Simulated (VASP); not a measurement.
# SiO2 (P4_2/mnm) in VASP: notebook, part 2 of 2

VASP 6.6.1. The steps go on from the part before.

## (3) Relaxation of cell and atoms, r2SCAN

File POSCAR:

```
SiO2
1.0
    4.1508610700      0.0000000000      0.0000000000
    0.0000000000      4.1508610700      0.0000000000
    0.0000000000      0.0000000000      2.6483314400
Si O
2 4
Direct
    0.0000000000      0.0000000000      0.0000000000
    0.5000000000      0.5000000000      0.5000000000
    0.3059000000      0.3059000000      0.0000000000
    0.1941000000      0.8059000000      0.5000000000
    0.6941000000      0.6941000000      0.0000000000
    0.8059000000      0.1941000000      0.5000000000
```

File INCAR.step1:

```
  PREC = Accurate
  ENCUT = 600
  ISMEAR = -1
  SIGMA = 0.1458
  LREAL = False
  LASPH = True
  NELM = 80
  GGA = PE
  ALGO = Normal
  EDIFF = 1E-4
  LWAVE = True
  LCHARG = False
```

File INCAR.step2:

```
  PREC = Accurate
  ENCUT = 600
  EDIFF = 1E-6
  ISMEAR = -1
  SIGMA = 0.1458
  LREAL = False
  LASPH = True
  NELM = 80
  ALGO = Normal
  ISIF = 3
  LWAVE = False
  LCHARG = False
  METAGGA = R2SCAN
  LMIXTAU = True
  IBRION = 2
  NSW = 60
  EDIFFG = -0.001
  ISTART = 1
```

File KPOINTS:

```
regular mesh
0
Gamma
  4 4 7
```

Potentials or basis: VASP PAW PBE potentials, release 64 (Si, O).

Launch:

```
$ cat potpaw_PBE.64/Si/POTCAR potpaw_PBE.64/O/POTCAR > POTCAR
$ cp INCAR.step1 INCAR
$ mpirun -np 1 vasp_std > vasp.out
$ cp INCAR.step2 INCAR
$ mpirun -np 1 vasp_std > vasp.out
```

OUTCAR:

```text
PREC = Accurate
   ENCUT = 600
   EDIFF = 1E-6
   ISMEAR = -1
   LREAL = False
   LASPH = True
   NELM = 80
   ISIF = 3
   METAGGA = R2SCAN
   IBRION = 2
   NSW = 60
   EDIFFG = -0.001
   ISTART = 1

 ion  position               nearest neighbor table
   1  0.000  0.000  0.000-   4 1.75   6 1.75   4 1.75   6 1.75   5 1.80   3 1.80
   2  0.500  0.500  0.500-   3 1.75   5 1.75   3 1.75   5 1.75   4 1.80   6 1.80
   3  0.306  0.306  0.000-   2 1.75   2 1.75   1 1.80
   4  0.194  0.806  0.500-   1 1.75   1 1.75   2 1.80
   5  0.694  0.694  0.000-   2 1.75   2 1.75   1 1.80
   6  0.806  0.194  0.500-   1 1.75   1 1.75   2 1.80

  LATTYP: Found a simple tetragonal cell.
 ALAT       =     4.1508610700
 C/A-ratio  =     0.6380197736

  Lattice vectors:

 A1 = (   4.1508610700,   0.0000000000,   0.0000000000)
 A2 = (   0.0000000000,   4.1508610700,   0.0000000000)
 A3 = (   0.0000000000,   0.0000000000,   2.6483314400)

Analysis of symmetry for initial positions (statically):
=====================================================================
 Subroutine PRICEL returns:
 Original cell was already a primitive cell.

 Routine SETGRP: Setting up the symmetry group for a
 simple tetragonal supercell.

 Subroutine GETGRP returns: Found 16 space group operations
 (whereof  8 operations were pure point group operations)
 out of a pool of 16 trial point group operations.

The static configuration has the point symmetry D_2h.
 The point group associated with its full space group is D_4h.

Analysis of symmetry for dynamics (positions and initial velocities):
=====================================================================
 Subroutine PRICEL returns:
 Original cell was already a primitive cell.

 Routine SETGRP: Setting up the symmetry group for a
 simple tetragonal supercell.

 Subroutine GETGRP returns: Found 16 space group operations
 (whereof  8 operations were pure point group operations)
 out of a pool of 16 trial point group operations.

The dynamic configuration has the point symmetry D_2h.
 The point group associated with its full space group is D_4h.

 Subroutine INISYM returns: Found 16 space group operations
 (whereof  8 operations are pure point group operations),
 and found     1 'primitive' translations

----------------------------------------------------------------------------------------

                                     Primitive cell

  volume of cell :      45.6298

  direct lattice vectors                    reciprocal lattice vectors
     4.150861070  0.000000000  0.000000000     0.240913869  0.000000000  0.000000000
     0.000000000  4.150861070  0.000000000     0.000000000  0.240913869  0.000000000
     0.000000000  0.000000000  2.648331440     0.000000000  0.000000000  0.377596242

  length of vectors
     4.150861070  4.150861070  2.648331440     0.240913869  0.240913869  0.377596242

  position of ions in fractional coordinates (direct lattice)
     0.000000000  0.000000000  0.000000000
     0.500000000  0.500000000  0.500000000
     0.305900000  0.305900000  0.000000000
     0.194100000  0.805900000  0.500000000
     0.694100000  0.694100000  0.000000000
     0.805900000  0.194100000  0.500000000

  ion indices of the primitive-cell ions
   primitive index   ion index
                 1           1
                 2           2
                 3           3
                 4           4
                 5           5
                 6           6

[... 31 lines left out ...]
  0.250000  0.250000  0.000000      4.000000
  0.500000  0.250000  0.000000      4.000000
  0.500000  0.500000  0.000000      1.000000
[... 16 lines left out ...]
  0.500000  0.250000  0.428571      8.000000
  0.500000  0.500000  0.428571      2.000000
   k-points           NKPTS =     24   k-points in BZ     NKDIM =     24   number of bands    NBANDS=     20
   number of dos      NEDOS =    301   number of ions     NIONS =      6
   total plane-waves  NPLWV =  31104
   dimension x,y,z NGX =    36 NGY =   36 NGZ =   24
   dimension x,y,z NGXF=    72 NGYF=   72 NGZF=   48
   ions per type =               2   4
   NGX,Y,Z   is equivalent  to a cutoff of  14.42, 14.42, 15.07 a.u.
   NGXF,Y,Z  is equivalent  to a cutoff of  28.84, 28.84, 30.13 a.u.
 SYSTEM =  unknown system
   PREC   = accura    normal or accurate (medium, high low for compatibility)
   ISTART =      1    job   : 0-new  1-cont  2-samecut
   ICHARG =      0    charge: 1-file 2-atom 10-const
   ISPIN  =      1    spin polarized calculation?
   LNONCOLLINEAR =      F non collinear calculations
   LSORBIT =      F    spin-orbit coupling
   LASPH  =      T    aspherical Exc in radial PAW
   ENCUT  =  600.0 eV  44.10 Ry    6.64 a.u.   8.29  8.29  5.29*2*pi/ulx,y,z
   NELM   =     80;   NELMIN=  2; NELMDL=  0     # of ELM steps
   EDIFF  = 0.1E-05   stopping-criterion for ELM
   LREAL  =      F    real-space projection
   EDIFFG = -.1E-02   stopping-criterion for IOM
   NSW    =     60    number of steps for IOM
   IBRION =      2    ionic relax: 0-MD 1-quasi-New 2-CG
   NFREE  =      1    steps in history (QN), initial steepest desc. (CG)
   ISIF   =      3    stress and relaxation
   ISYM   =      2    0-nonsym 1-usesym 2-fastsym
   POTIM  = 0.5000    time-step for ionic-motion
   TEBEG  =    0.0;   TEEND  =   0.0 temperature during run
   PSTRESS=    0.0 pullay stress
   NELECT =      32.0000    total number of electrons
   NUPDOWN=      -1.0000    fix difference up-down
   EMIN   =  10.00;   EMAX   =-10.00  energy-range for DOS
   EFERMI =   0.00;   METHOD = LEGACY
   ISMEAR =    -1;   SIGMA  =   0.15  broadening in eV -4-tet -1-fermi 0-gaus
   EFERMI_NEDOS =   21; number of points for ismear=-14 and -15
   IALGO  =     38    algorithm
   IMIX   =      4    mixing-type and parameters
     AMIX     =   0.40;   BMIX     =  1.00
     AMIX_MAG =   1.60;   BMIX_MAG =  1.00
  volume/ion in A,a.u.               =       7.60        51.32
  Fermi-wavevector in a.u.,A,eV,Ry     =   1.454483  2.748574 28.783399  2.115520
  Thomas-Fermi vector in A             =   2.571628
   LORBIT       =      0    0 simple, 1 ext, 2 COOP (PROOUT), +10 PAW based schemes
   METAGGA = R2SCAN    functional components
   LHFCALC =     F    Hartree Fock is set to
   AEXX    =    0.0000 exact exchange contribution
   IVDW    =     0    specifies the selected vdW correction
   LEPSILON=     F    determine dielectric tensor
   LRPA    =     F    only Hartree local field effects (RPA)
 conjugate gradient relaxation of ions
 non-spin polarized calculation
  energy-cutoff  :      600.00
  volume of cell :       45.63
 maximum number of plane-waves:      1556
 NGX is ok and might be reduce to    36
   NGX = 17   NGY = 17   NGZ = 11

--------------------------------------- Ionic step        1  -------------------------------------------

 number of electron      32.0000001 magnetization

 Free energy of the ion-electron system (eV)
  ---------------------------------------------------
  ext. energy  EPLUGINS =         0.00000000
  ---------------------------------------------------
  free energy    TOTEN  =       -58.77046664 eV

  energy without entropy =      -58.77046664  energy(sigma->0) =      -58.77046664

------------------------ aborting loop because EDIFF is reached ----------------------------------------

  FORCE on cell =-STRESS in cart. coord.  units (eV):
  Direction    XX          YY          ZZ          XY          YZ          ZX
  --------------------------------------------------------------------------------------
  -------------------------------------------------------------------------------------
  Total        2.1495081      2.1495081      2.8971803     -0.0000000      0.0000000      0.0000000
  in kB       75.4746194     75.4746194    101.7272669     -0.0000000      0.0000000      0.0000000
  external PRESSURE =      84.2255019 kB  Pullay stress =       0.0000000 kB
[... 101 lines left out ...]
  FREE ENERGIE OF THE ION-ELECTRON SYSTEM (eV)
  ---------------------------------------------------
  free  energy   TOTEN  =       -58.7984317471 eV

  energy  without entropy=      -58.7984317469  energy(sigma->0) =      -58.79843175

[... ionic steps 4 to 12 ...]

--------------------------------------- Ionic step       13  -------------------------------------------

 number of electron      32.0000001 magnetization

------------------------ aborting loop because EDIFF is reached ----------------------------------------
[... 75 lines left out ...]
--------------------------------------- Ionic step       15  -------------------------------------------

 number of electron      32.0000000 magnetization

 Free energy of the ion-electron system (eV)
  ---------------------------------------------------
  ext. energy  EPLUGINS =         0.00000000
  ---------------------------------------------------
  free energy    TOTEN  =       -58.79897394 eV

  energy without entropy =      -58.79897394  energy(sigma->0) =      -58.79897394

 E-fermi :  10.6922     XC(G=0): -12.8712

 val. band max:        7.8000312139   @ k =   0.0000   0.0000   0.0000
 cond. band min:      14.3046488703   @ k =   0.0000   0.0000   0.0000
 fundamental gap:      6.5046176564
 Fermi energy:        10.6922159668

 k-point     1 :       0.0000    0.0000    0.0000
  band No.  band energies     occupation
      1     -15.7358      2.00000
      2     -12.1499      2.00000
      3     -12.1499      2.00000
      4     -11.8746      2.00000
      5      -3.2491      2.00000
      6       1.2944      2.00000
[... 574 lines left out ...]
  FREE ENERGIE OF THE ION-ELECTRON SYSTEM (eV)
  ---------------------------------------------------
  free  energy   TOTEN  =       -58.7989739443 eV

  energy  without entropy=      -58.7989739441  energy(sigma->0) =      -58.79897394

 reached required accuracy - stopping structural energy minimisation
```

It took 13 min on 1 thread of Intel Xeon 8259CL, shared host; peak memory 0.16 GiB.

What came out:

```yaml
Free_energy: -58.7990 eV
Relaxed_volume: 7.79 Å³/atom
Relaxed_cell: a = 4.181 Å, b = 4.181 Å, c = 2.672 Å, α = 90.00°, β = 90.00°, γ = 90.00°
Space_group_after_relaxing_to_0.1_Å: P4_2/mnm (No. 136)
Energy_gained_by_relaxing: 4.8 meV/atom
Ionic_steps: 15
Pressure_after_relaxing: 0.0 GPa
Band_gap_on_the_k_mesh: 6.50 eV
```

The path:
```csv
step,energy change (eV),largest force (eV/Å),pressure (GPa),volume (Å³)
1,0.0000,0.1563,8.42,45.63
2,0.0381,0.4172,-11.38,48.32
3,-0.0280,0.0902,0.07,46.67
4,-0.0280,0.0856,0.22,46.65
5,-0.0284,0.0291,0.06,46.71
6,-0.0285,0.0009,0.10,46.70
7,-0.0285,0.0047,-0.03,46.73
8,-0.0285,0.0056,-0.09,46.74
9,-0.0285,0.0037,-0.12,46.73
10,-0.0285,0.0039,-0.12,46.73
11,-0.0285,0.0032,-0.10,46.73
12,-0.0285,0.0029,-0.09,46.73
13,-0.0285,0.0031,0.09,46.71
14,-0.0285,0.0016,-0.01,46.72
15,-0.0285,0.0001,-0.01,46.72
```

Final structure:
```
Si O
1.0
     4.18132    0.00000    0.00000
     0.00000    4.18132    0.00000
     0.00000    0.00000    2.67217
Si O
2 4
Direct
  0.00000 0.00000 0.00000
  0.50000 0.50000 0.50000
  0.30590 0.30590 0.00000
  0.19410 0.80590 0.50000
  0.69410 0.69410 0.00000
  0.80590 0.19410 0.50000
```

Levels at points of the mesh, in eV from the valence-band top:
| k point | band 14 | band 15 | band 16 | band 17 | band 18 | band 19 |
| --- | --- | --- | --- | --- | --- | --- |
| (0.00, 0.00, 0.00) | -0.88 | -0.88 | 0.00 | 6.50 | 7.61 | 9.44 |
| (0.50, 0.00, 0.00) | -2.72 | -1.08 | -1.08 | 8.69 | 8.69 | 10.03 |
| (0.50, 0.50, 0.00) | -2.70 | -2.32 | -2.32 | 8.39 | 8.39 | 11.03 |

Caveat: the PAW data sets were made with another functional, which shifts forces and pressure a little.
